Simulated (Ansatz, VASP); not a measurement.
TiO2 in VASP and in Ansatz

The input INCAR:

```
SYSTEM = TiO2
  PREC = Accurate
  ENCUT = 520
  EDIFF = 1E-6
  ISMEAR = 0
  SIGMA = 0.05
  LREAL = .FALSE.
  LASPH = .TRUE.
  NELM = 100
  ALGO = Normal
  ISIF = 2
  LWAVE = .FALSE.
  LCHARG = .TRUE.
  GGA = PE
  LELF = .TRUE.
  LVHAR = .TRUE.
  NBANDS = 33
```

File KPOINTS:

```
regular mesh
0
G
  8 8 10
  0 0 0
```

File POSCAR:

```
TiO2
1.0
    4.6137484007      0.0000000000      0.0000000000
    0.0000000000      4.6137484007      0.0000000000
    0.0000000000      0.0000000000      3.3223602234
Ti O
2 4
Direct
    0.0000000000      0.0000000000      0.0000000000
    0.5000000000      0.5000000000      0.5000000000
    0.3050970583      0.3050970583      0.0000000000
    0.1949029417      0.8050970583      0.5000000000
    0.6949029417      0.6949029417      0.0000000000
    0.8050970583      0.1949029417      0.5000000000
```

Input for Ansatz:

```yaml
crystal:
  lattice:
    - [4.6137484007, 0.0, 0.0]
    - [0.0, 4.6137484007, 0.0]
    - [0.0, 0.0, 3.3223602234]
  atoms:
    - { symbol: Ti, position: [0.0, 0.0, 0.0] }
    - { symbol: Ti, position: [0.5, 0.5, 0.5] }
    - { symbol: O, position: [0.3050970583, 0.3050970583, 0.0] }
    - { symbol: O, position: [0.1949029417, 0.8050970583, 0.5] }
    - { symbol: O, position: [0.6949029417, 0.6949029417, 0.0] }
    - { symbol: O, position: [0.8050970583, 0.1949029417, 0.5] }
basis:
  ecutwfc: 520.0
kpoints:
  mp_grid: { grid: [8, 8, 10] }
hamiltonian:
  xc: pbe
  pseudopotentials: { kind: paw, azcp: { folder: soft_1 } }
scf:
  occupations: { method: gaussian, width: 0.05 }
output:
  forces: true
  stress: true
  eigenvalues: true
  write_density: true
  write_potential: true
  elf: true
  volumetric_format: npy
```

Alike in both runs: task single point; functional PBE; k mesh 8 × 8 × 10; occupations gaussian, width 0.05 eV; no spin polarisation.

|  | VASP | Ansatz |
| --- | --- | --- |
| version | VASP 6.6.1 | Ansatz 0.2.0 |
| potentials or method | VASP PAW PBE potentials, release 64 (Ti_sv, O), cutoff 520 eV | scalar-relativistic, plane waves, PAW |
| valence electrons in the cell | 48 | 48 |

Ansatz gave:

```
gap on the k mesh at the Fermi level (eV)                     : 1.57
least direct gap on the mesh (eV)                             : 1.57
pressure (GPa)                                                : -20.5
traceless stress, the component that is largest in VASP (GPa) : -15.92
rms of the force components (eV/Å)                            : 0.030
```

Problem. Which values does VASP return?

Solution. gap on the k mesh at the Fermi level (eV): 1.55; least direct gap on the mesh (eV): 1.55; pressure (GPa): -20.1; traceless stress, the component that is largest in VASP (GPa): -15.88; rms of the force components (eV/Å): 0.024.

Atom by atom the forces differ by 0.006 eV/Å (rms over components).
